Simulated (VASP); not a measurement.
A run of VASP 6.6.1:

INCAR

```
PREC = Accurate
ENCUT = 520
EDIFF = 1E-6
ISMEAR = -1
SIGMA = 0.1
LREAL = False
LASPH = True
NELM = 60
ALGO = Normal
ISIF = 2
LWAVE = False
LCHARG = False
GGA = PS
NBANDS = 15
ISYM = 0
```

Contents of KPOINTS:

```
regular mesh
0
Gamma
  7 10 12
```

The input POSCAR:

```
Fe
1.0
   -1.7425000000     -1.7425000000     -3.4850000000
    1.7425000000     -1.7425000000      0.0000000000
   -1.7425000000     -1.7425000000      0.0000000000
Fe
2
Direct
    0.0000000000      0.0000000000      0.0000000000
    0.5000000000      0.5000000000      0.0000000000
```

Potentials or basis: VASP PAW PBE potentials, release 64 (Fe).

Command:

```bash
$ cat potpaw_PBE.64/Fe/POTCAR > POTCAR
$ mpirun -np 1 vasp_std > vasp.out
```

Hardware: 1 thread of Oxide Virtual Turin-like Processor (shared host).

**Question.** Estimate the wall time of this run.

**Answer.** It took 74 s on 1 thread of Oxide Virtual Turin-like Processor, on a shared host, peak memory 0.19 GiB. Counts: scf iterations 13, k points 422.
